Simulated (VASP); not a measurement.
# Co (Fm-3m) in VASP: further runs, part 2 of 2

VASP 6.6.1.

**3. Single point, PBEsol, collinear spin, ferromagnetic start**

INCAR reads:

```
PREC     = Accurate       # precision mode
ENCUT    = 520            # plane-wave cutoff, eV
EDIFF    = 1E-6           # SCF threshold, eV
ISMEAR   = -1             # smearing method
SIGMA    = 0.1            # smearing width, eV
LREAL    = False          # projectors in reciprocal space
LASPH    = True           # aspherical terms in the spheres
NELM     = 150            # most SCF steps
ALGO     = Normal         # electronic algorithm
ISIF     = 2              # what is computed and relaxed
LWAVE    = False          # write WAVECAR
LCHARG   = True           # write CHGCAR
ISPIN    = 2              # spin polarisation
MAGMOM   = 3 3            # initial moments
LORBIT   = 11             # projections on sites
LMAXMIX  = 4              # l up to which the mixer works
GGA      = PS             # functional
LELF     = True           # ELF
LVHAR    = True         
NBANDS   = 20             # bands
```

KPOINTS reads:

```
regular mesh
0
Gamma
  12 12 6
```

POSCAR reads:

```
Co
1.0
    0.0000000000      1.7978500000      1.7978500000
    1.7978500000      0.0000000000      1.7978500000
    3.5957000000      3.5957000000      0.0000000000
Co
2
Direct
    0.0000000000      0.0000000000      0.0000000000
    0.0000000000      0.0000000000      0.5000000000
```

Potentials or basis: VASP PAW PBE potentials, release 64 (Co).

Run with:

```
$ cat potpaw_PBE.64/Co/POTCAR > POTCAR
$ mpirun -np 1 vasp_std > vasp.out
```

OUTCAR:

```text
PREC = Accurate
   ENCUT = 520
   EDIFF = 1E-6
   ISMEAR = -1
   LREAL = False
   LASPH = True
   NELM = 150
   ISIF = 2
   ISPIN = 2
   LORBIT = 11
   GGA = PS

 ion  position               nearest neighbor table
   1  0.000  0.000  0.000-   2 2.54   2 2.54   2 2.54   2 2.54   2 2.54   2 2.54
   2  0.000  0.000  0.500-   1 2.54   1 2.54   1 2.54   1 2.54   1 2.54   1 2.54

  LATTYP: Found a trigonal (rhomboedric) cell.
 ALAT       =     4.4038151341
 COS(alpha) =     0.8333333333

  Lattice vectors:

 A1 = (   3.5957000000,   1.7978500000,  -1.7978500000)
 A2 = (   1.7978500000,   1.7978500000,  -3.5957000000)
 A3 = (   1.7978500000,   3.5957000000,  -1.7978500000)

Analysis of symmetry for initial positions (statically):
=====================================================================
 Subroutine PRICEL returns following result:

  LATTYP: Found a face centered cubic cell.
 ALAT       =     3.5957000000
[... 12 lines left out ...]
 Subroutine GETGRP returns: Found 12 space group operations
 (whereof 12 operations were pure point group operations)
 out of a pool of 12 trial point group operations.

The static configuration has the point symmetry D_3d.

Analysis of symmetry for dynamics (positions and initial velocities):
=====================================================================
 Subroutine PRICEL returns following result:

  LATTYP: Found a face centered cubic cell.
 ALAT       =     3.5957000000
[... 12 lines left out ...]
 Subroutine GETGRP returns: Found 12 space group operations
 (whereof 12 operations were pure point group operations)
 out of a pool of 12 trial point group operations.

The dynamic configuration has the point symmetry D_3d.

Analysis of structural, dynamic, and magnetic symmetry:
=====================================================================
 Subroutine PRICEL returns following result:

  LATTYP: Found a face centered cubic cell.
 ALAT       =     3.5957000000
[... 12 lines left out ...]
 Subroutine GETGRP returns: Found 12 space group operations
 (whereof 12 operations were pure point group operations)
 out of a pool of 12 trial point group operations.

The overall configuration has the point symmetry D_3d.

 Subroutine INISYM returns: Found 12 space group operations
 (whereof 12 operations are pure point group operations),
 and found     2 'primitive' translations

----------------------------------------------------------------------------------------

                                     Primitive cell

  volume of cell :      11.6223

  direct lattice vectors                    reciprocal lattice vectors
     0.000000000  1.797850000  1.797850000    -0.278109965  0.278109965  0.278109965
     1.797850000  0.000000000  1.797850000     0.278109965 -0.278109965  0.278109965
     1.797850000  1.797850000  0.000000000     0.278109965  0.278109965 -0.278109965

  length of vectors
     2.542543853  2.542543853  2.542543853     0.481700589  0.481700589  0.481700589

  position of ions in fractional coordinates (direct lattice)
     0.000000000  0.000000000  0.000000000

  ion indices of the primitive-cell ions
   primitive index   ion index
                 1           1

----------------------------------------------------------------------------------------

 KPOINTS: regular mesh

Automatic generation of k-mesh.
 Grid dimensions read from file:
 generate k-points for:   12   12    6
[... 72 lines left out ...]
   NGXF,Y,Z  is equivalent  to a cutoff of  26.15, 26.15, 26.15 a.u.
 SYSTEM =  unknown system
   PREC   = accura    normal or accurate (medium, high low for compatibility)
   ISTART =      0    job   : 0-new  1-cont  2-samecut
   ICHARG =      2    charge: 1-file 2-atom 10-const
   ISPIN  =      2    spin polarized calculation?
   LNONCOLLINEAR =      F non collinear calculations
   LSORBIT =      F    spin-orbit coupling
   LASPH  =      T    aspherical Exc in radial PAW
   ENCUT  =  520.0 eV  38.22 Ry    6.18 a.u.   4.73  4.73  9.45*2*pi/ulx,y,z
   NELM   =    150;   NELMIN=  2; NELMDL= -5     # of ELM steps
   EDIFF  = 0.1E-05   stopping-criterion for ELM
   LREAL  =      F    real-space projection
   EDIFFG = 0.1E-04   stopping-criterion for IOM
   NSW    =      0    number of steps for IOM
   IBRION =     -1    ionic relax: 0-MD 1-quasi-New 2-CG
   NFREE  =      0    steps in history (QN), initial steepest desc. (CG)
   ISIF   =      2    stress and relaxation
   ISYM   =      2    0-nonsym 1-usesym 2-fastsym
   POTIM  = 0.5000    time-step for ionic-motion
   TEBEG  =    0.0;   TEEND  =   0.0 temperature during run
   PSTRESS=    0.0 pullay stress
   NELECT =      18.0000    total number of electrons
   NUPDOWN=      -1.0000    fix difference up-down
   EMIN   =  10.00;   EMAX   =-10.00  energy-range for DOS
   EFERMI =   0.00;   METHOD = LEGACY
   ISMEAR =    -1;   SIGMA  =   0.10  broadening in eV -4-tet -1-fermi 0-gaus
   EFERMI_NEDOS =   21; number of points for ismear=-14 and -15
   IALGO  =     38    algorithm
   IMIX   =      4    mixing-type and parameters
     AMIX     =   0.40;   BMIX     =  1.00
     AMIX_MAG =   1.60;   BMIX_MAG =  1.00
  volume/ion in A,a.u.               =      11.62        78.43
  Fermi-wavevector in a.u.,A,eV,Ry     =   1.503346  2.840912 30.749827  2.260049
  Thomas-Fermi vector in A             =   2.614468
   LORBIT       =     11    0 simple, 1 ext, 2 COOP (PROOUT), +10 PAW based schemes
   GGA     = PS    functional components
   LHFCALC =     F    Hartree Fock is set to
   AEXX    =    0.0000 exact exchange contribution
   IVDW    =     0    specifies the selected vdW correction
   LEPSILON=     F    determine dielectric tensor
   LRPA    =     F    only Hartree local field effects (RPA)
 spin polarized calculation
  energy-cutoff  :      520.00
  volume of cell :       23.24
 maximum number of plane-waves:       644
   NGX =  9   NGY =  9   NGZ = 19

 number of electron      18.0000010 magnetization       3.4096778

 Free energy of the ion-electron system (eV)
  ---------------------------------------------------
  ext. energy  EPLUGINS =         0.00000000
  ---------------------------------------------------
  free energy    TOTEN  =       -15.29408829 eV

  energy without entropy =      -15.21429099  energy(sigma->0) =      -15.25418964

 E-fermi :   9.2240     XC(G=0): -13.1775

 val. band max:        9.2173700642   @ k =  -0.1667   0.2500   0.1667
 cond. band min:       9.2268868381   @ k =   0.3333   0.2500   0.1667
 fundamental gap:      0.0095167740
 Fermi energy:         9.2239980261

 spin component 1

 k-point     1 :       0.0000    0.0000    0.0000
  band No.  band energies     occupation
      1       0.5506      1.00000
      2       4.2917      1.00000
      3       6.4774      1.00000
      4       6.4774      1.00000
      5       6.5955      1.00000
      6       6.5955      1.00000
[... 541 lines left out ...]
     19      30.8867      0.00000
     20      31.3016      0.00000

 [... further k-points ...]

 spin component 2

 k-point     1 :       0.0000    0.0000    0.0000
  band No.  band energies     occupation
      1       0.6220      1.00000
      2       5.2620      1.00000
      3       8.2175      0.99996
      4       8.2175      0.99996
      5       8.2326      0.99995
      6       8.2326      0.99995
[... 541 lines left out ...]
     19      31.0174      0.00000
     20      31.6128      0.00000

 [... further k-points ...]
[... 5 lines left out ...]
  --------------------------------------------------------------------------------------
  -------------------------------------------------------------------------------------
  Total       -2.9167006     -2.9167006     -2.9167006     -0.0000051      0.0000051      0.0000051
  in kB     -201.0398157   -201.0398157   -201.0398157     -0.0003518      0.0003518      0.0003518
  external PRESSURE =    -201.0398157 kB  Pullay stress =       0.0000000 kB

 VOLUME and BASIS-vectors are now :
 -----------------------------------------------------------------------------
  energy-cutoff  :      520.00
  volume of cell :       23.24
      direct lattice vectors                 reciprocal lattice vectors
     0.000000000  1.797850000  1.797850000    -0.278109965  0.278109965  0.278109965
     1.797850000  0.000000000  1.797850000     0.278109965 -0.278109965  0.278109965
     3.595700000  3.595700000  0.000000000     0.139054982  0.139054982 -0.139054982

 POSITION                                       TOTAL-FORCE (eV/Angst)
 -----------------------------------------------------------------------------------
      0.00000      0.00000      0.00000        -0.000000     -0.000000      0.000000
      1.79785      1.79785      0.00000         0.000000      0.000000      0.000000
 -----------------------------------------------------------------------------------
    total drift:                               -0.000000     -0.000000     -0.000000

  FREE ENERGIE OF THE ION-ELECTRON SYSTEM (eV)
  ---------------------------------------------------
  free  energy   TOTEN  =       -15.2940882936 eV

  energy  without entropy=      -15.2142909887  energy(sigma->0) =      -15.25418964

 total charge

# of ion       s       p       d       tot
------------------------------------------
    1        0.464   0.471   7.208   8.143
    2        0.464   0.471   7.208   8.143
--------------------------------------------------
tot          0.929   0.942  14.415  16.286

 magnetization (x)

# of ion       s       p       d       tot
------------------------------------------
    1       -0.011  -0.045   1.785   1.729
    2       -0.011  -0.045   1.785   1.729
--------------------------------------------------
tot         -0.023  -0.090   3.570   3.458
```

Run time: 94 s. Hardware: 1 thread of AMD EPYC 7R43 (Zen 3), shared host; peak memory 0.16 GiB.

Results:

```
Free energy                                           : -15.2941 eV
Pressure                                              : -20.1 GPa
Net moment                                            : 3.41 μB per cell
Site moments                                          : Co +1.73 μB
Valence electrons inside the program's atomic spheres : Co 8.14
```

Caveat: the PAW data sets were made with another functional, which shifts forces and pressure a little.

**4. Single point, PBEsol, collinear spin, antiferromagnetic start**

INCAR reads:

```
PREC = Accurate ; ENCUT = 520
EDIFF = 1E-7 ; ISMEAR = -1
SIGMA = 0.1 ; LREAL = F
LASPH = T ; NELM = 150
ALGO = Normal ; ISIF = 2
LWAVE = F ; LCHARG = F
ISPIN = 2 ; MAGMOM = 3 -3
LORBIT = 11 ; LMAXMIX = 4
GGA = PS ; NBANDS = 20
```

KPOINTS is that of step 3.

POSCAR is that of step 3.

Potentials or basis: VASP PAW PBE potentials, release 64 (Co).

Run with:

```
$ cat potpaw_PBE.64/Co/POTCAR > POTCAR
$ mpirun -np 1 vasp_std > vasp.out
```

OUTCAR:

```text
PREC = Accurate
   ENCUT = 520
   EDIFF = 1E-7
   ISMEAR = -1
   LREAL = F
   LASPH = T
   NELM = 150
   ISIF = 2
   ISPIN = 2
   LORBIT = 11
   GGA = PS

 ion  position               nearest neighbor table
   1  0.000  0.000  0.000-   2 2.54   2 2.54   2 2.54   2 2.54   2 2.54   2 2.54
   2  0.000  0.000  0.500-   1 2.54   1 2.54   1 2.54   1 2.54   1 2.54   1 2.54

  LATTYP: Found a trigonal (rhomboedric) cell.
 ALAT       =     4.4038151341
 COS(alpha) =     0.8333333333

  Lattice vectors:

[... 1367 lines left out ...]
  external PRESSURE =    -249.3466895 kB  Pullay stress =       0.0000000 kB

 VOLUME and BASIS-vectors are now :
 -----------------------------------------------------------------------------
  energy-cutoff  :      520.00
  volume of cell :       23.24
      direct lattice vectors                 reciprocal lattice vectors
     0.000000000  1.797850000  1.797850000    -0.278109965  0.278109965  0.278109965
     1.797850000  0.000000000  1.797850000     0.278109965 -0.278109965  0.278109965
     3.595700000  3.595700000  0.000000000     0.139054982  0.139054982 -0.139054982

 POSITION                                       TOTAL-FORCE (eV/Angst)
 -----------------------------------------------------------------------------------
      0.00000      0.00000      0.00000        -0.000000     -0.000000     -0.000000
      1.79785      1.79785      0.00000         0.000000      0.000000      0.000000
 -----------------------------------------------------------------------------------
    total drift:                               -0.000000     -0.000000     -0.000000

  FREE ENERGIE OF THE ION-ELECTRON SYSTEM (eV)
  ---------------------------------------------------
  free  energy   TOTEN  =       -14.8887608074 eV

  energy  without entropy=      -14.7303299855  energy(sigma->0) =      -14.80954540

 total charge

# of ion       s       p       d       tot
------------------------------------------
    1        0.460   0.467   7.216   8.143
    2        0.460   0.467   7.216   8.143
--------------------------------------------------
tot          0.920   0.934  14.432  16.287

 magnetization (x)

# of ion       s       p       d       tot
------------------------------------------
    1        0.000   0.009   1.161   1.170
    2       -0.000  -0.009  -1.161  -1.170
--------------------------------------------------
tot          0.000   0.000   0.000   0.000
```

stdout:

```text
POSCAR found type information on POSCAR Co
 POSCAR found :  1 types and       2 ions
 scaLAPACK will be used
 -----------------------------------------------------------------------------
|                                                                             |
|                                                                             |
[... 21 lines left out ...]
|     Results are often still useful ...                                      |
|                                                                             |
 -----------------------------------------------------------------------------

 POSCAR, INCAR and KPOINTS ok, starting setup
 FFT: planning ... GRIDC
 FFT: planning ... GRID_SOFT
 FFT: planning ... GRID
 WAVECAR not read
 entering main loop
```

It took 1.8 min on 1 thread of AMD EPYC 7R43 (Zen 3), shared host; peak memory 0.16 GiB.

Results:

- Free energy: -14.8888 eV
- Pressure: -24.9 GPa
- Band gap on the k mesh: zero (filled and empty bands overlap)
- Net moment: 0.00 μB per cell
- Site moments: Co +1.17, -1.17 μB
- Valence electrons inside the program's atomic spheres: Co 8.14

Levels at points of the mesh, in eV from the Fermi level:
Spin up:
```csv
k point,band 5,band 6,band 7,band 8,band 9,band 10,band 11,band 12,band 13,band 14
"(0.00, 0.00, 0.00)",-1.70,-1.62,-1.62,-0.49,-0.49,-0.15,0.44,0.44,6.15,21.06
"(0.50, 0.00, 0.00)",-1.69,-0.37,-0.13,0.06,0.41,0.55,0.95,2.51,6.16,9.46
"(0.00, 0.00, 0.50)",-2.04,-1.71,-1.14,-1.14,-0.88,-0.88,0.14,0.14,14.15,14.30
"(0.50, 0.00, 0.50)",-2.19,-1.50,-1.36,-0.36,-0.27,0.95,2.43,3.02,8.43,8.73
```
Spin down:
| k point | band 6 | band 7 | band 8 | band 9 | band 10 | band 11 | band 12 | band 13 |
| --- | --- | --- | --- | --- | --- | --- | --- | --- |
| (0.00, 0.00, 0.00) | -1.62 | -1.62 | -0.49 | -0.49 | -0.15 | 0.44 | 0.44 | 6.15 |
| (0.50, 0.00, 0.00) | -0.37 | -0.13 | 0.06 | 0.41 | 0.55 | 0.95 | 2.51 | 6.16 |
| (0.00, 0.00, 0.50) | -1.71 | -1.14 | -1.14 | -0.88 | -0.88 | 0.14 | 0.14 | 14.15 |
| (0.50, 0.00, 0.50) | -1.50 | -1.36 | -0.36 | -0.27 | 0.95 | 2.43 | 3.02 | 8.43 |

Caveat: the PAW data sets were made with another functional, which shifts forces and pressure a little.

**5. Single point, PBEsol, collinear spin, ferromagnetic start**

INCAR reads:

```
SYSTEM = Co
PREC = Accurate ; ENCUT = 520
EDIFF = 1E-6 ; ISMEAR = -1
SIGMA = 0.1 ; LREAL = .FALSE.
LASPH = .TRUE. ; NELM = 150
ALGO = Normal ; ISIF = 2
LWAVE = .FALSE. ; LCHARG = .FALSE.
ISPIN = 2 ; MAGMOM = 1.96 1.96
LORBIT = 11 ; LMAXMIX = 4
GGA = PS ; NBANDS = 20
```

KPOINTS reads:

```
regular mesh
0
G
  12 12 6
  0 0 0
```

POSCAR is that of step 4.

Run with:

```
$ cat potpaw_PBE.64/Co/POTCAR > POTCAR
$ mpirun -np 1 vasp_std > vasp.out
```

It took 87 s on 1 thread of AMD EPYC 7R43 (Zen 3), shared host; peak memory 0.16 GiB.

It converged, with:

| Item | Value |
| --- | --- |
| Free energy | -15.2941 eV |
| Pressure | -20.1 GPa |
| Net moment | 3.41 μB per cell |
| Site moments | Co +1.73 μB |
| Valence electrons inside the program's atomic spheres | Co 8.14 |

Levels at points of the mesh, in eV from the Fermi level:
Spin up:
```csv
k point,band 7,band 8,band 9,band 10,band 11,band 12,band 13,band 14,band 15,band 16
"(0.00, 0.00, 0.00)",-2.63,-1.69,-1.69,-0.88,-0.88,-0.30,5.51,21.00,22.40,23.59
"(0.50, 0.00, 0.00)",-0.88,-0.88,-0.64,-0.64,-0.30,2.34,5.51,8.86,14.13,14.13
"(0.00, 0.00, 0.50)",-2.47,-2.47,-1.55,-1.55,-1.55,-1.55,13.86,13.86,22.55,22.55
"(0.50, 0.00, 0.50)",-1.90,-1.90,-0.82,-0.82,2.09,2.09,8.15,8.15,13.96,13.96
```
Spin down:
| k point | band 4 | band 5 | band 6 | band 7 | band 8 | band 9 | band 10 | band 11 |
| --- | --- | --- | --- | --- | --- | --- | --- | --- |
| (0.00, 0.00, 0.00) | -1.01 | -0.99 | -0.99 | -0.99 | -0.28 | 0.31 | 0.31 | 1.07 |
| (0.50, 0.00, 0.00) | -1.01 | -1.01 | -0.28 | 1.07 | 1.07 | 1.11 | 1.24 | 1.24 |
| (0.00, 0.00, 0.50) | -1.51 | -0.75 | -0.75 | -0.75 | -0.75 | 0.38 | 0.38 | 0.38 |
| (0.50, 0.00, 0.50) | -2.40 | -1.19 | -1.19 | -0.04 | -0.04 | 1.13 | 1.13 | 3.15 |

Caveat: the PAW data sets were made with another functional, which shifts forces and pressure a little.

**6. Single point, PBEsol, collinear spin, ferromagnetic start**

INCAR reads:

```
SYSTEM = Co
  ALGO = Normal
  EDIFF = 1E-6
  ENCUT = 520
  GGA = PS
  ISIF = 2
  ISMEAR = -1
  ISPIN = 2
  LASPH = .TRUE.
  LCHARG = .FALSE.
  LMAXMIX = 4
  LORBIT = 11
  LREAL = .FALSE.
  LWAVE = .FALSE.
  MAGMOM = 0.09 0.09
  NBANDS = 20
  NELM = 150
  PREC = Accurate
  SIGMA = 0.1
```

KPOINTS reads:

```
k-points
0
G
  12 12 6
  0 0 0
```

POSCAR is that of step 5.

Potentials or basis: VASP PAW PBE potentials, release 64 (Co).

Run with:

```
$ cat potpaw_PBE.64/Co/POTCAR > POTCAR
$ mpirun -np 1 vasp_std > vasp.out
```

Run time: 94 s. Hardware: 1 thread of AMD EPYC 7R43 (Zen 3), shared host; peak memory 0.16 GiB.

The run converged. Its results:

* Free energy: -14.8433 eV
* Pressure: -31.3 GPa
* Band gap on the k mesh: zero (filled and empty bands overlap)
* Net moment: 0.00 μB per cell
* Valence electrons inside the program's atomic spheres: Co 8.14

Levels at points of the mesh, in eV from the Fermi level:
Spin up:
```csv
k point,band 6,band 7,band 8,band 9,band 10,band 11,band 12,band 13
"(0.00, 0.00, 0.00)",-1.60,-1.60,-0.46,-0.46,0.01,0.30,0.30,6.25
"(0.50, 0.00, 0.00)",0.01,0.29,0.30,0.30,0.48,0.48,2.65,6.25
"(0.00, 0.00, 0.50)",-1.39,-1.39,-1.39,-0.36,-0.36,-0.36,-0.36,14.35
"(0.50, 0.00, 0.50)",-1.64,-0.74,-0.74,0.35,0.35,2.83,2.83,8.71
```
Spin down:
```tsv
k point	band 5	band 6	band 7	band 8	band 9	band 10	band 11	band 12	band 13	band 14
(0.00, 0.00, 0.00)	-1.60	-1.60	-1.60	-0.46	-0.46	0.01	0.30	0.30	6.25	21.20
(0.50, 0.00, 0.00)	-1.65	0.01	0.29	0.30	0.30	0.48	0.48	2.65	6.25	9.58
(0.00, 0.00, 0.50)	-1.39	-1.39	-1.39	-1.39	-0.36	-0.36	-0.36	-0.36	14.35	14.35
(0.50, 0.00, 0.50)	-1.64	-1.64	-0.74	-0.74	0.35	0.35	2.83	2.83	8.71	8.71
```

Caveat: the PAW data sets were made with another functional, which shifts forces and pressure a little.

**7. Summary**

```tsv
spin	gap on the mesh (eV)	pressure (GPa)	moment (μB)
off	none	-31.2	-
collinear, ferromagnetic start	none	-31.3	0.00
collinear, antiferromagnetic start	none	-24.9	0.00
```

Alike in all rows: task single point; level PBEsol; potentials or basis VASP PAW PBE potentials, release 64 (Co); cell as given; k mesh 12 × 12 × 6; cutoff (eV) 520; smearing fermi-dirac 0.1 eV.

Every run on the cell as given and a fine mesh finds a metal.

Caveats: the PAW data sets were made with another functional, which shifts forces and pressure a little.

Absolute energies hang on the potentials; compare differences alone.
